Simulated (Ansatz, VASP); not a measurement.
**B in VASP and in Ansatz**

INCAR

```
ALGO = Normal
EDIFF = 1E-6
ENCUT = 520
GGA = PS
ISIF = 2
ISMEAR = -1
LASPH = True
LCHARG = False
LREAL = False
LWAVE = False
NBANDS = 14
NELM = 60
PREC = Accurate
SIGMA = 0.1
```

KPOINTS

```
k-points
0
Gamma
  23 23 3
```

POSCAR

```
B
1.0
    1.7098334540      0.0000000000      0.0000000000
   -0.8549167270      1.4807592074      0.0000000000
    0.0000000000      0.0000000000     14.3370503335
B
4
Direct
    0.0000000000      0.0000000000      0.0000000000
    0.0000000000      0.0000000000      0.5000000000
    0.3333333333      0.6666666667      0.2500000000
    0.6666666667      0.3333333333      0.7500000000
```

Input for Ansatz:

```yaml
crystal:
  lattice:
    - [1.709833454, 0.0, 0.0]
    - [-0.854916727, 1.4807592074, 0.0]
    - [0.0, 0.0, 14.3370503335]
  atoms:
    - { symbol: B, position: [0.0, 0.0, 0.0] }
    - { symbol: B, position: [0.0, 0.0, 0.5] }
    - { symbol: B, position: [0.3333333333, 0.6666666667, 0.25] }
    - { symbol: B, position: [0.6666666667, 0.3333333333, 0.75] }
hamiltonian:
  xc: pbesol
  pseudopotentials:
    kind: paw
    azcp:
      B: "pseudopotentials/B.paw.azcp"
basis:
  ecutwfc: 420
  fft_grid_basis: typed
kpoints:
  mp_grid: { grid: [23, 23, 3], shift: [0, 0, 0] }
magnetization:
  spin_polarized: false
scf:
  occupations: { method: fermi_dirac, width: 0.1 }
  lower_state_search: "off"
output:
  stress: true
```

Alike in both runs: task single point; functional PBEsol; k mesh 23 × 23 × 3; occupations fermi-dirac, width 0.1 eV; no spin polarisation.

```csv
,VASP,Ansatz
version,VASP 6.6.1,Ansatz 0.2.0
potentials or method,"VASP PAW PBE potentials, release 64 (B), cutoff 520 eV","plane waves (420 eV) with PAW, scalar-relativistic"
valence electrons in the cell,12,12
```

Ansatz gave:

```
pressure (GPa)                                                : -1.1
traceless stress, the component that is largest in VASP (GPa) : 0.62
```

Problem. Which values does VASP return?

Solution. Pressure (GPa): -0.9; traceless stress, the component that is largest in VASP (GPa): 0.31.

VASP's potentials were made for PBE, not for PBEsol, and Ansatz warns of the same on its side. With one functional, cell and mesh, what is left measures potentials, basis and numerics.
